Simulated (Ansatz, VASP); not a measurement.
# Au in VASP and in Ansatz

The input INCAR:

```
SYSTEM = Au
PREC = Accurate ; ENCUT = 520
EDIFF = 1E-8 ; ISMEAR = -1
SIGMA = 0.03 ; LREAL = .FALSE.
LASPH = .TRUE. ; NELM = 80
ALGO = Normal ; ISIF = 2
LWAVE = .FALSE. ; LCHARG = .FALSE.
GGA = CA ; LEFG = .TRUE.
NBANDS = 18
```

The input KPOINTS:

```
regular mesh
0
G
  14 14 8
  0 0 0
```

POSCAR

```
Au
1.0
    2.8608044381      0.0000000000      0.0000000000
   -1.4304022190      2.4775293187      0.0000000000
    0.0000000000      0.0000000000      4.8140459691
Au
2
Direct
    0.3333333333      0.6666666667      0.7500000000
    0.6666666667      0.3333333333      0.2500000000
```

Input for Ansatz:

```yaml
crystal:
  lattice:
    - [2.8608044381, 0.0, 0.0]
    - [-1.430402219, 2.4775293187, 0.0]
    - [0.0, 0.0, 4.8140459691]
  atoms:
    - { symbol: Au, position: [0.3333333333, 0.6666666667, 0.75] }
    - { symbol: Au, position: [0.6666666667, 0.3333333333, 0.25] }
kpoints:
  mp_grid: { grid: [14, 14, 8] }
scf:
  occupations: { method: fermi_dirac, width: 0.03 }
hamiltonian:
  xc: lda
  pseudopotentials: { kind: paw }
output:
  forces: true
  stress: true
  eigenvalues: true
  efg: { contact_densities: true }
```

Change from the starting cell: volume scaled by 0.96, PAW files.

Alike in both runs: task electric field gradients; functional LDA; k mesh 14 × 14 × 8; occupations fermi-dirac, width 0.03 eV; no spin polarisation.

|  | VASP | Ansatz |
| --- | --- | --- |
| version | VASP 6.6.1 | Ansatz 0.2.0 |
| potentials or method | VASP PAW LDA potentials, release 64 (Au) | PAW with Ansatz's default frozen-core files, scalar-relativistic |
| plane-wave cutoff (eV) | 520 | 420 |
| valence electrons in the cell | 22 | 38 |

Ansatz gave:

| Quantity | Value |
| --- | --- |
| pressure (GPa) | -4.9 |
| traceless stress, the component that is largest in VASP (GPa) | -0.29 |
| size of Vzz on the site where it differs most (V/Å²) | 14.6 |

Q: Estimate VASP's values.

A: Pressure (GPa): -4.5; traceless stress, the component that is largest in VASP (GPa): -0.41; size of Vzz on the site where it differs most (V/Å²): 28.6.

LDA's correlation is that of Perdew and Zunger in VASP and of Perdew and Wang (1992) in Ansatz. VASP's potentials hold 22 valence electrons a cell and Ansatz's 38, so a difference there can come from the potentials and not from the codes.

Neither program's run includes spin-orbit coupling.
